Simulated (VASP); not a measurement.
# Te (P2/m) in VASP: single point with PBEsol

Aim: the single point of Te with PBEsol.

All numbers are computed with VASP 6.6.1; they aren't measurements. Logs are shortened: lines on timing, memory, paths and dates and some standing lists are left out, and cuts for length are marked.

### 1 The cell of the first run

Symmetry: P2/m, No. 10, monoclinic system. The conventional cell has a = 5.303 Å, b = 2.575 Å, c = 8.122 Å, α = 90.00°, β = 102.50°, γ = 90.00°. Within 3.4 Å of Te (site symmetry 2/m) lie 2 Te at 2.57 Å.

### 2 Single point, PBEsol (O replaced by Te, lengths x 1.655, strained)

INCAR reads:

```
PREC = Accurate
ENCUT = 520
EDIFF = 1E-6
ISMEAR = 0
SIGMA = 0.1
LREAL = False
LASPH = True
NELM = 100
ALGO = Normal
ISIF = 2
LWAVE = False
LCHARG = False
GGA = PS
NBANDS = 9
```

KPOINTS reads:

```
Automatic mesh
0
Gamma
  8 16 6
```

POSCAR reads:

```
Te
1.0
    5.3027170371      0.0000000000      0.0032268055
    0.0000000000      2.5748808004      0.0000000000
   -1.7623382542      0.0000000000      7.9289497788
Te
1
Direct
    0.0000000000      0.5000000000      0.5000000000
```

Potentials or basis: VASP PAW PBE potentials, release 64 (Te).

On the command line:

```console
cat potpaw_PBE.64/Te/POTCAR > POTCAR
mpirun -np 1 vasp_std > vasp.out
```

OUTCAR:

```text
PREC = Accurate
   ENCUT = 520
   EDIFF = 1E-6
   ISMEAR = 0
   LREAL = False
   LASPH = True
   NELM = 100
   ISIF = 2
   GGA = PS

 ion  position               nearest neighbor table
   1  0.000  0.500  0.500-

  LATTYP: Found a simple monoclinic cell.
 ALAT       =     5.3027180189
 B/A-ratio  =     0.4855775456
 C/A-ratio  =     1.5317508865
 COS(beta)  =    -0.2163773885

  Lattice vectors:

 A1 = (   5.3027170371,   0.0000000000,   0.0032268055)
 A2 = (   0.0000000000,   2.5748808004,   0.0000000000)
 A3 = (  -1.7623382542,   0.0000000000,   7.9289497788)

Analysis of symmetry for initial positions (statically):
=====================================================================
 Subroutine PRICEL returns:
 Original cell was already a primitive cell.

 Routine SETGRP: Setting up the symmetry group for a
 simple monoclinic supercell.

 Subroutine GETGRP returns: Found  4 space group operations
 (whereof  4 operations were pure point group operations)
 out of a pool of  4 trial point group operations.

The static configuration has the point symmetry C_2h.

Analysis of symmetry for dynamics (positions and initial velocities):
=====================================================================
 Subroutine PRICEL returns:
 Original cell was already a primitive cell.

 Routine SETGRP: Setting up the symmetry group for a
 simple monoclinic supercell.

 Subroutine GETGRP returns: Found  4 space group operations
 (whereof  4 operations were pure point group operations)
 out of a pool of  4 trial point group operations.

The dynamic configuration has the point symmetry C_2h.

 Subroutine INISYM returns: Found  4 space group operations
 (whereof  4 operations are pure point group operations),
 and found     1 'primitive' translations

----------------------------------------------------------------------------------------

                                     Primitive cell

  volume of cell :     108.2754

  direct lattice vectors                    reciprocal lattice vectors
     5.302717037  0.000000000  0.003226805     0.188557066  0.000000000  0.041909880
     0.000000000  2.574880800  0.000000000     0.000000000  0.388367493  0.000000000
    -1.762338254  0.000000000  7.928949779    -0.000076736  0.000000000  0.126103052

  length of vectors
     5.302718019  2.574880800  8.122443026     0.193158497  0.388367493  0.126103075

  position of ions in fractional coordinates (direct lattice)
     0.000000000  0.500000000  0.500000000

  ion indices of the primitive-cell ions
   primitive index   ion index
                 1           1

----------------------------------------------------------------------------------------

 KPOINTS: Automatic mesh

Automatic generation of k-mesh.
 Grid dimensions read from file:
 generate k-points for:    8   16    6

 Generating k-lattice:

  Cartesian coordinates                     Fractional coordinates (reciprocal lattice)
     0.023569633  0.000000000  0.005238735     0.125000000  0.000000000  0.000000000
     0.000000000  0.024272968  0.000000000     0.000000000  0.062500000  0.000000000
    -0.000012789  0.000000000  0.021017175    -0.000000000  0.000000000  0.166666667

  Length of vectors
     0.024144812  0.024272968  0.021017179

  Shift w.r.t. Gamma in fractional coordinates (k-lattice)
     0.000000000  0.000000000  0.000000000

 Subroutine IBZKPT returns following result:
 ===========================================

 Found    234 irreducible k-points:

 Following reciprocal coordinates:
            Coordinates               Weight
  0.000000  0.000000  0.000000      1.000000
  0.125000  0.000000  0.000000      2.000000
  0.250000  0.000000  0.000000      2.000000
  0.375000  0.000000  0.000000      2.000000
  0.500000  0.000000  0.000000      1.000000
  0.000000  0.062500  0.000000      2.000000
[... 16 lines left out ...]
  0.250000  0.250000  0.000000      4.000000
  0.375000  0.250000  0.000000      4.000000
 [... further k-points ...]
   k-points           NKPTS =    234   k-points in BZ     NKDIM =    234   number of bands    NBANDS=      9
   number of dos      NEDOS =    301   number of ions     NIONS =      1
   total plane-waves  NPLWV =  48000
   dimension x,y,z NGX =    40 NGY =   20 NGZ =   60
   dimension x,y,z NGXF=    80 NGYF=   40 NGZF=  120
   ions per type =               1
   NGX,Y,Z   is equivalent  to a cutoff of  12.54, 12.91, 12.28 a.u.
   NGXF,Y,Z  is equivalent  to a cutoff of  25.08, 25.83, 24.56 a.u.
 SYSTEM =  unknown system
   PREC   = accura    normal or accurate (medium, high low for compatibility)
   ISTART =      0    job   : 0-new  1-cont  2-samecut
   ICHARG =      2    charge: 1-file 2-atom 10-const
   ISPIN  =      1    spin polarized calculation?
   LNONCOLLINEAR =      F non collinear calculations
   LSORBIT =      F    spin-orbit coupling
   LASPH  =      T    aspherical Exc in radial PAW
   ENCUT  =  520.0 eV  38.22 Ry    6.18 a.u.   9.86  4.79 15.10*2*pi/ulx,y,z
   NELM   =    100;   NELMIN=  2; NELMDL= -5     # of ELM steps
   EDIFF  = 0.1E-05   stopping-criterion for ELM
   LREAL  =      F    real-space projection
   EDIFFG = 0.1E-04   stopping-criterion for IOM
   NSW    =      0    number of steps for IOM
   IBRION =     -1    ionic relax: 0-MD 1-quasi-New 2-CG
   NFREE  =      0    steps in history (QN), initial steepest desc. (CG)
   ISIF   =      2    stress and relaxation
   ISYM   =      2    0-nonsym 1-usesym 2-fastsym
   POTIM  = 0.5000    time-step for ionic-motion
   TEBEG  =    0.0;   TEEND  =   0.0 temperature during run
   PSTRESS=    0.0 pullay stress
   NELECT =       6.0000    total number of electrons
   NUPDOWN=      -1.0000    fix difference up-down
   EMIN   =  10.00;   EMAX   =-10.00  energy-range for DOS
   EFERMI =   0.00;   METHOD = LEGACY
   ISMEAR =     0;   SIGMA  =   0.10  broadening in eV -4-tet -1-fermi 0-gaus
   EFERMI_NEDOS =   21; number of points for ismear=-14 and -15
   IALGO  =     38    algorithm
   IMIX   =      4    mixing-type and parameters
     AMIX     =   0.40;   BMIX     =  1.00
     AMIX_MAG =   1.60;   BMIX_MAG =  1.00
  volume/ion in A,a.u.               =     108.28       730.68
  Fermi-wavevector in a.u.,A,eV,Ry     =   0.624140  1.179453  5.300157  0.389551
  Thomas-Fermi vector in A             =   1.684592
   LORBIT       =      0    0 simple, 1 ext, 2 COOP (PROOUT), +10 PAW based schemes
   GGA     = PS    functional components
   LHFCALC =     F    Hartree Fock is set to
   AEXX    =    0.0000 exact exchange contribution
   IVDW    =     0    specifies the selected vdW correction
   LEPSILON=     F    determine dielectric tensor
   LRPA    =     F    only Hartree local field effects (RPA)
 non-spin polarized calculation
 Gauss-broadening in eV      SIGMA  =   0.10
  energy-cutoff  :      520.00
  volume of cell :      108.28
 maximum number of plane-waves:      2944
   NGX = 19   NGY =  9   NGZ = 31

 number of electron       6.0000000 magnetization

 Free energy of the ion-electron system (eV)
  ---------------------------------------------------
  ext. energy  EPLUGINS =         0.00000000
  ---------------------------------------------------
  free energy    TOTEN  =        -2.60756901 eV

  energy without entropy =       -2.60073027  energy(sigma->0) =       -2.60414964

 E-fermi :  -1.7009     XC(G=0):  -4.1374

 val. band max:       -1.7392784371   @ k =   0.5000   0.3750   0.0000
 cond. band min:      -1.6567739973   @ k =   0.1250   0.3750   0.3333
 fundamental gap:      0.0825044398
 Fermi energy:        -1.7009063774

 k-point     1 :       0.0000    0.0000    0.0000
  band No.  band energies     occupation
      1     -14.9266      2.00000
      2      -4.8293      2.00000
      3      -4.6161      2.00000
      4       1.4497      0.00000
      5       2.9232      0.00000
      6       4.8324      0.00000
      7       4.9427      0.00000
      8       6.5402      0.00000
      9       7.3572      0.00000

 k-point     2 :       0.1250    0.0000    0.0000
  band No.  band energies     occupation
      1     -14.9237      2.00000
      2      -4.8215      2.00000
      3      -4.6852      2.00000
      4       1.6226      0.00000
      5       3.0948      0.00000
      6       4.1756      0.00000
      7       5.4708      0.00000
      8       6.3714      0.00000
      9       7.4109      0.00000

 k-point     3 :       0.2500    0.0000    0.0000
  band No.  band energies     occupation
      1     -14.9167      2.00000
      2      -4.8417      2.00000
      3      -4.8024      2.00000
      4       2.0450      0.00000
      5       3.4712      0.00000
      6       3.7476      0.00000
      7       5.2355      0.00000
      8       6.4426      0.00000
      9       7.3101      0.00000

 k-point     4 :       0.3750    0.0000    0.0000
  band No.  band energies     occupation
      1     -14.9096      2.00000
      2      -4.9857      2.00000
      3      -4.7831      2.00000
      4       2.5208      0.00000
      5       3.2351      0.00000
      6       4.0930      0.00000
      7       5.0330      0.00000
      8       6.5668      0.00000
      9       7.2147      0.00000
[... 205 lines left out ...]
 k-point    22 :       0.1250    0.2500    0.0000
  band No.  band energies     occupation
      1     -13.4528      2.00000
      2      -3.3592      2.00000
      3      -3.2223      2.00000
      4      -0.9119      0.00000
      5       3.0618      0.00000
      6       4.4627      0.00000
      7       5.5282      0.00000
      8       6.8028      0.00000
      9       7.7740      0.00000

 k-point    23 :       0.2500    0.2500    0.0000
  band No.  band energies     occupation
      1     -13.4457      2.00000
      2      -3.3802      2.00000
      3      -3.3400      2.00000
      4      -0.9002      0.00000
      5       3.4763      0.00000
      6       4.8375      0.00000
      7       5.0984      0.00000
      8       6.6374      0.00000
      9       7.7664      0.00000

 k-point    24 :       0.3750    0.2500    0.0000
  band No.  band energies     occupation
      1     -13.4386      2.00000
      2      -3.5253      2.00000
      3      -3.3205      2.00000
      4      -0.8893      0.00000
      5       3.9395      0.00000
      6       4.6056      0.00000
      7       5.4527      0.00000
      8       6.4300      0.00000
      9       7.8730      0.00000

 [... further k-points ...]

------------------------ aborting loop because EDIFF is reached ----------------------------------------

  FORCE on cell =-STRESS in cart. coord.  units (eV):
  Direction    XX          YY          ZZ          XY          YZ          ZX
  --------------------------------------------------------------------------------------
  -------------------------------------------------------------------------------------
  Total       -0.1335490      4.6954749     -0.0028946      0.0000000      0.0000000      0.0000395
  in kB       -1.9761557     69.4800497     -0.0428320      0.0000000      0.0000000      0.0005839
  external PRESSURE =      22.4870207 kB  Pullay stress =       0.0000000 kB

 VOLUME and BASIS-vectors are now :
 -----------------------------------------------------------------------------
  energy-cutoff  :      520.00
  volume of cell :      108.28
      direct lattice vectors                 reciprocal lattice vectors
     5.302717037  0.000000000  0.003226805     0.188557066  0.000000000  0.041909880
     0.000000000  2.574880800  0.000000000     0.000000000  0.388367493  0.000000000
    -1.762338254  0.000000000  7.928949779    -0.000076736  0.000000000  0.126103052

 POSITION                                       TOTAL-FORCE (eV/Angst)
 -----------------------------------------------------------------------------------
     -0.88117      1.28744      3.96447         0.000000      0.000000      0.000000
 -----------------------------------------------------------------------------------
    total drift:                               -0.000000      0.000000      0.000000

  FREE ENERGIE OF THE ION-ELECTRON SYSTEM (eV)
  ---------------------------------------------------
  free  energy   TOTEN  =        -2.6075690091 eV

  energy  without entropy=       -2.6007302716  energy(sigma->0) =       -2.60414964
```

Wall time 49 s (1 thread of Intel Xeon 6975P-C (Granite Rapids), shared host); peak memory 0.36 GiB.

Results:

```yaml
Free_energy: -2.6076 eV
Pressure: 2.2 GPa
Band_gap_on_the_k_mesh: zero (band 3 reaches -0.71 eV, above the bottom of band 4 at -2.59 eV)
```

Stress tensor (GPa, compression positive):
```
-0.20  0.00  0.00
 0.00  6.95  0.00
 0.00  0.00  0.00
```

Caveat: the cell differs from its parent crystal (O replaced by Te, lengths x 1.655, strained); the PAW data sets were made with another functional, which shifts forces and pressure a little; spin-orbit coupling is left out, which moves the levels of the heavy elements.
